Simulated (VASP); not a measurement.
Input of a VASP 6.6.1 run:

The input INCAR:

```
SYSTEM = P5C
PREC = Accurate ; ENCUT = 600
EDIFF = 1E-6 ; ISMEAR = 0
SIGMA = 0.1 ; LREAL = .False.
LASPH = .True. ; NELM = 150
ALGO = Normal ; ISIF = 3
LWAVE = .False. ; LCHARG = .False.
ISPIN = 2 ; MAGMOM = 0 0 0 0 0 1
LORBIT = 11 ; GGA = PE
IBRION = 2 ; NSW = 90
EDIFFG = -0.04
```

KPOINTS

```
Automatic mesh
0
Gamma
  6 6 4
  0 0 0
```

File POSCAR:

```
P5C
1.0
    4.6350631300      0.0000000000      0.0000000000
   -2.3175315700      4.0140824200      0.0000000000
    0.0000000000      0.0000000000      6.2918700300
P C
5 1
Direct
    0.6666666700      0.3333333300      0.7959949400
    0.0000000000      0.0000000000      0.0000000000
    0.6666666700      0.3333333300      0.2040050600
    0.3333333300      0.6666666700      0.2040050600
    0.3333333300      0.6666666700      0.7959949400
    0.0000000000      0.0000000000      0.5000000000
```

Potentials or basis: VASP PAW PBE potentials, release 64 (P, C).

Launch:

```console
$ cat potpaw_PBE.64/P/POTCAR potpaw_PBE.64/C/POTCAR > POTCAR
$ mpirun -np 1 vasp_std > vasp.out
```

Question: Estimate the net moment.

Answer: 0.00 μB per cell.

Question: Predict the relaxed volume.

Answer: 12.89 Å³/atom.

Question: Predict the relaxed cell.

Answer: a = 4.345 Å, b = 4.345 Å, c = 4.732 Å, α = 90.00°, β = 90.00°, γ = 120.00°.

The path:
| step | energy change (eV) | largest force (eV/Å) | pressure (GPa) | volume (Å³) |
| --- | --- | --- | --- | --- |
| 1 | 0.0000 | 1.4069 | -12.66 | 117.06 |
| 2 | -1.4011 | 0.4666 | 1.62 | 92.79 |
| 3 | -1.4064 | 0.2741 | 0.29 | 94.01 |
| 4 | -1.5505 | 0.4490 | 0.64 | 93.24 |
| 5 | -1.4897 | 3.1613 | 2.40 | 90.33 |
| 6 | -1.6538 | 1.4515 | 1.11 | 92.06 |
| 7 | -1.7032 | 1.3933 | 0.34 | 92.00 |
| 8 | -1.8308 | 1.3591 | -2.16 | 91.75 |
| 9 | -2.0563 | 1.2775 | -5.49 | 91.02 |
| 10 | -1.8789 | 0.4551 | -3.51 | 88.62 |
| 11 | -1.9359 | 1.2252 | -5.78 | 89.57 |
| 12 | -2.0672 | 0.7985 | -5.41 | 88.08 |
| 13 | -2.0870 | 0.3641 | -4.53 | 87.31 |
| 14 | -2.2457 | 0.2897 | -4.76 | 86.22 |
| 15 | -2.5288 | 0.0501 | -5.05 | 83.82 |
| 16 | -2.8424 | 0.2066 | -1.68 | 78.89 |
| 17 | -2.8408 | 0.2119 | -0.04 | 77.38 |
| 18 | -2.8517 | 0.2077 | -0.97 | 78.24 |
| 19 | -2.8518 | 0.2098 | -0.76 | 78.05 |
| 20 | -2.8578 | 0.1363 | -0.13 | 77.60 |
| 21 | -2.8599 | 0.0679 | 0.49 | 77.14 |
| 22 | -2.8599 | 0.0628 | 0.54 | 77.11 |
| 23 | -2.8611 | 0.0386 | 0.23 | 77.35 |

Caveat: the volume moved by over 15 % at a fixed basis, so the end points are rough.
